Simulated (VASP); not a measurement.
# BN (P4_2/mnm) in VASP: notebook, part 3 of 3

VASP 6.6.1.

### 4 Single point, PBE

This run uses another cell than the first one, of 5.95 Å³/atom.

The input, INCAR:

```
PREC = Accurate
ENCUT = 520
EDIFF = 1E-6
ISMEAR = 0
SIGMA = 0.05
LREAL = False
LASPH = True
NELM = 100
ALGO = Normal
ISIF = 2
LWAVE = False
LCHARG = False
GGA = PE
NBANDS = 26
```

The input, KPOINTS:

```
regular mesh
0
Gamma
  6 6 10
```

The input, POSCAR:

```
BN
1.0
    4.4559000000      0.0000000000      0.0000000000
    0.0000000000      4.4559000000      0.0000000000
    0.0000000000      0.0000000000      2.3962000000
B N
4 4
Direct
    0.1742811368      0.8257188632      0.5000000000
    0.3257188632      0.3257188632      0.0000000000
    0.6742811368      0.6742811368      0.0000000000
    0.8257188632      0.1742811368      0.5000000000
    0.8126115048      0.8126115048      0.5000000000
    0.3126115048      0.6873884952      0.0000000000
    0.6873884952      0.3126115048      0.0000000000
    0.1873884952      0.1873884952      0.5000000000
```

Potentials or basis: VASP PAW PBE potentials, release 64 (B, N).

Launch:

```console
cat potpaw_PBE.64/B/POTCAR potpaw_PBE.64/N/POTCAR > POTCAR
mpirun -np 1 vasp_std > vasp.out
```

OUTCAR:

```text
PREC = Accurate
   ENCUT = 520
   EDIFF = 1E-6
   ISMEAR = 0
   LREAL = False
   LASPH = True
   NELM = 100
   ISIF = 2
   GGA = PE

 ion  position               nearest neighbor table
   1  0.174  0.826  0.500-   6 1.48   6 1.48   8 1.61   5 1.61
   2  0.326  0.326  0.000-   8 1.48   8 1.48   6 1.61   7 1.61
   3  0.674  0.674  0.000-   5 1.48   5 1.48   7 1.61   6 1.61
   4  0.826  0.174  0.500-   7 1.48   7 1.48   8 1.61   5 1.61
   5  0.813  0.813  0.500-   3 1.48   3 1.48   4 1.61   1 1.61
   6  0.313  0.687  0.000-   1 1.48   1 1.48   3 1.61   2 1.61
   7  0.687  0.313  0.000-   4 1.48   4 1.48   2 1.61   3 1.61
   8  0.187  0.187  0.500-   2 1.48   2 1.48   4 1.61   1 1.61

  LATTYP: Found a simple tetragonal cell.
 ALAT       =     4.4559000000
 C/A-ratio  =     0.5377589264

  Lattice vectors:

 A1 = (   4.4559000000,   0.0000000000,   0.0000000000)
 A2 = (   0.0000000000,   4.4559000000,   0.0000000000)
 A3 = (   0.0000000000,   0.0000000000,   2.3962000000)

Analysis of symmetry for initial positions (statically):
=====================================================================
 Subroutine PRICEL returns:
 Original cell was already a primitive cell.

 Routine SETGRP: Setting up the symmetry group for a
 simple tetragonal supercell.

 Subroutine GETGRP returns: Found 16 space group operations
 (whereof  8 operations were pure point group operations)
 out of a pool of 16 trial point group operations.

The static configuration has the point symmetry D_2h.
 The point group associated with its full space group is D_4h.

Analysis of symmetry for dynamics (positions and initial velocities):
=====================================================================
 Subroutine PRICEL returns:
 Original cell was already a primitive cell.

 Routine SETGRP: Setting up the symmetry group for a
 simple tetragonal supercell.

 Subroutine GETGRP returns: Found 16 space group operations
 (whereof  8 operations were pure point group operations)
 out of a pool of 16 trial point group operations.

The dynamic configuration has the point symmetry D_2h.
 The point group associated with its full space group is D_4h.

 Subroutine INISYM returns: Found 16 space group operations
 (whereof  8 operations are pure point group operations),
 and found     1 'primitive' translations

----------------------------------------------------------------------------------------

                                     Primitive cell

  volume of cell :      47.5767

  direct lattice vectors                    reciprocal lattice vectors
     4.455900000  0.000000000  0.000000000     0.224421553  0.000000000  0.000000000
     0.000000000  4.455900000  0.000000000     0.000000000  0.224421553  0.000000000
     0.000000000  0.000000000  2.396200000     0.000000000  0.000000000  0.417327435

  length of vectors
     4.455900000  4.455900000  2.396200000     0.224421553  0.224421553  0.417327435

  position of ions in fractional coordinates (direct lattice)
     0.174281137  0.825718863  0.500000000
[... 46 lines left out ...]
            Coordinates               Weight
  0.000000  0.000000  0.000000      1.000000
  0.166667  0.000000  0.000000      4.000000
  0.333333  0.000000  0.000000      4.000000
  0.500000  0.000000  0.000000      2.000000
  0.166667  0.166667  0.000000      4.000000
  0.333333  0.166667  0.000000      8.000000
[... 16 lines left out ...]
  0.333333  0.000000  0.200000      8.000000
  0.500000  0.000000  0.200000      4.000000
 [... further k-points ...]
   k-points           NKPTS =     60   k-points in BZ     NKDIM =     60   number of bands    NBANDS=     26
   number of dos      NEDOS =    301   number of ions     NIONS =      8
   total plane-waves  NPLWV =  23328
   dimension x,y,z NGX =    36 NGY =   36 NGZ =   18
   dimension x,y,z NGXF=    72 NGYF=   72 NGZF=   36
   ions per type =               4   4
   NGX,Y,Z   is equivalent  to a cutoff of  13.43, 13.43, 12.49 a.u.
   NGXF,Y,Z  is equivalent  to a cutoff of  26.86, 26.86, 24.98 a.u.
 SYSTEM =  unknown system
   PREC   = accura    normal or accurate (medium, high low for compatibility)
   ISTART =      0    job   : 0-new  1-cont  2-samecut
   ICHARG =      2    charge: 1-file 2-atom 10-const
   ISPIN  =      1    spin polarized calculation?
   LNONCOLLINEAR =      F non collinear calculations
   LSORBIT =      F    spin-orbit coupling
   LASPH  =      T    aspherical Exc in radial PAW
   ENCUT  =  520.0 eV  38.22 Ry    6.18 a.u.   8.29  8.29  4.46*2*pi/ulx,y,z
   NELM   =    100;   NELMIN=  2; NELMDL= -5     # of ELM steps
   EDIFF  = 0.1E-05   stopping-criterion for ELM
   LREAL  =      F    real-space projection
   EDIFFG = 0.1E-04   stopping-criterion for IOM
   NSW    =      0    number of steps for IOM
   IBRION =     -1    ionic relax: 0-MD 1-quasi-New 2-CG
   NFREE  =      0    steps in history (QN), initial steepest desc. (CG)
   ISIF   =      2    stress and relaxation
   ISYM   =      2    0-nonsym 1-usesym 2-fastsym
   POTIM  = 0.5000    time-step for ionic-motion
   TEBEG  =    0.0;   TEEND  =   0.0 temperature during run
   PSTRESS=    0.0 pullay stress
   NELECT =      32.0000    total number of electrons
   NUPDOWN=      -1.0000    fix difference up-down
   EMIN   =  10.00;   EMAX   =-10.00  energy-range for DOS
   EFERMI =   0.00;   METHOD = LEGACY
   ISMEAR =     0;   SIGMA  =   0.05  broadening in eV -4-tet -1-fermi 0-gaus
   EFERMI_NEDOS =   21; number of points for ismear=-14 and -15
   IALGO  =     38    algorithm
   IMIX   =      4    mixing-type and parameters
     AMIX     =   0.40;   BMIX     =  1.00
     AMIX_MAG =   1.60;   BMIX_MAG =  1.00
  volume/ion in A,a.u.               =       5.95        40.13
  Fermi-wavevector in a.u.,A,eV,Ry     =   1.434367  2.710560 27.992731  2.057408
  Thomas-Fermi vector in A             =   2.553783
   LORBIT       =      0    0 simple, 1 ext, 2 COOP (PROOUT), +10 PAW based schemes
   GGA     = PE    functional components
   LHFCALC =     F    Hartree Fock is set to
   AEXX    =    0.0000 exact exchange contribution
   IVDW    =     0    specifies the selected vdW correction
   LEPSILON=     F    determine dielectric tensor
   LRPA    =     F    only Hartree local field effects (RPA)
 non-spin polarized calculation
 Gauss-broadening in eV      SIGMA  =   0.05
  energy-cutoff  :      520.00
  volume of cell :       47.58
 maximum number of plane-waves:      1333
 NGX is ok and might be reduce to    36
   NGX = 17   NGY = 17   NGZ =  9

 number of electron      31.9999998 magnetization

 Free energy of the ion-electron system (eV)
  ---------------------------------------------------
  ext. energy  EPLUGINS =         0.00000000
  ---------------------------------------------------
  free energy    TOTEN  =       -68.36447765 eV

  energy without entropy =      -68.36447765  energy(sigma->0) =      -68.36447765

 E-fermi :   7.5173     XC(G=0): -12.6667

 val. band max:        7.3141506646   @ k =   0.0000   0.0000   0.0000
 cond. band min:      12.0255973973   @ k =   0.0000   0.0000   0.3000
 fundamental gap:      4.7114467327
 Fermi energy:         7.5173269863

 k-point     1 :       0.0000    0.0000    0.0000
  band No.  band energies     occupation
      1     -13.1640      2.00000
      2      -9.3522      2.00000
      3      -9.3522      2.00000
      4      -8.7860      2.00000
      5      -3.3042      2.00000
      6      -2.2292      2.00000
[... 685 lines left out ...]
     25      20.6635      0.00000
     26      20.6635      0.00000

 [... further k-points ...]

------------------------ aborting loop because EDIFF is reached ----------------------------------------

  FORCE on cell =-STRESS in cart. coord.  units (eV):
  Direction    XX          YY          ZZ          XY          YZ          ZX
  --------------------------------------------------------------------------------------
  -------------------------------------------------------------------------------------
  Total       -0.2078832     -0.2078832     20.6218618     -0.0000000      0.0000000      0.0000000
  in kB       -7.0006129     -7.0006129    694.4556544     -0.0000000      0.0000000      0.0000000
  external PRESSURE =     226.8181429 kB  Pullay stress =       0.0000000 kB

 VOLUME and BASIS-vectors are now :
 -----------------------------------------------------------------------------
  energy-cutoff  :      520.00
  volume of cell :       47.58
      direct lattice vectors                 reciprocal lattice vectors
     4.455900000  0.000000000  0.000000000     0.224421553  0.000000000  0.000000000
     0.000000000  4.455900000  0.000000000     0.000000000  0.224421553  0.000000000
     0.000000000  0.000000000  2.396200000     0.000000000  0.000000000  0.417327435

 POSITION                                       TOTAL-FORCE (eV/Angst)
 -----------------------------------------------------------------------------------
      0.77658      3.67932      1.19810        -0.250470      0.250470      0.000000
      1.45137      1.45137      0.00000         0.250470      0.250470      0.000000
      3.00453      3.00453      0.00000        -0.250470     -0.250470     -0.000000
      3.67932      0.77658      1.19810         0.250470     -0.250470     -0.000000
      3.62092      3.62092      1.19810         0.471242      0.471242     -0.000000
      1.39297      3.06293      0.00000         0.471242     -0.471242     -0.000000
      3.06293      1.39297      0.00000        -0.471242      0.471242     -0.000000
      0.83498      0.83498      1.19810        -0.471242     -0.471242     -0.000000
 -----------------------------------------------------------------------------------
    total drift:                                0.000000      0.000000      0.000000

  FREE ENERGIE OF THE ION-ELECTRON SYSTEM (eV)
  ---------------------------------------------------
  free  energy   TOTEN  =       -68.3644776520 eV

  energy  without entropy=      -68.3644776520  energy(sigma->0) =      -68.36447765
```

Wall time 26 s (1 thread of Intel Xeon 6975P-C (Granite Rapids), shared host); peak memory 0.19 GiB.

What came out:

```
Free energy            : -68.3645 eV
Pressure               : 22.7 GPa
Largest force          : 0.666 eV/Å
Band gap on the k mesh : 4.71 eV (least direct gap 6.00 eV)
```

Forces on the atoms (eV/Å):
```
B   -0.250  0.250  0.000
B    0.250  0.250  0.000
B   -0.250 -0.250  0.000
B    0.250 -0.250  0.000
N    0.471  0.471  0.000
N    0.471 -0.471  0.000
N   -0.471  0.471  0.000
N   -0.471 -0.471  0.000
```

Levels at points of the mesh, in eV from the valence-band top:
```csv
k point,band 13,band 14,band 15,band 16,band 17,band 18,band 19,band 20
"(0.00, 0.00, 0.00)",-0.20,-0.20,-0.04,0.00,7.65,7.65,8.50,8.62
"(0.50, 0.00, 0.00)",-1.37,-1.37,-0.94,-0.94,7.69,7.69,8.85,8.85
"(0.50, 0.50, 0.00)",-2.37,-2.37,-1.85,-1.85,7.37,7.37,9.72,9.72
"(0.00, 0.00, 0.50)",-4.45,-4.45,-3.33,-3.33,6.51,6.51,10.13,10.13
"(0.50, 0.00, 0.50)",-3.48,-3.48,-2.52,-2.52,6.88,6.88,8.79,8.79
"(0.50, 0.50, 0.50)",-2.86,-2.86,-2.66,-2.66,6.32,6.32,6.91,6.91
```

Caveat: the cell stands under pressure. A k mesh can miss the band edges.

### 5 Overview

| cell | gap on the mesh (eV) | pressure (GPa) | largest force (eV/Å) |
| --- | --- | --- | --- |
| a = 4.356, b = 4.356, c = 2.473 Å, 8 atoms | 4.78 | 25.1 | 0.13 |
| a = 4.522, b = 4.522, c = 2.320 Å, 8 atoms | 4.32 | 28.9 | 1.12 |
| a = 4.456, b = 4.456, c = 2.396 Å, 8 atoms | 4.71 | 22.7 | 0.67 |

Alike in all rows: task single point; level PBE; potentials or basis VASP PAW PBE potentials, release 64 (B, N); no spin polarisation; k mesh 6 × 6 × 10; cutoff (eV) 520; smearing gaussian 0.05 eV.

Caveats: the cell stands under pressure; forces of over 1 eV/Å act on the atoms, so gaps and moduli don't describe the material at rest (at least some runs).

Total energies depend on the potentials used, so only differences within one code and one set of settings carry meaning.
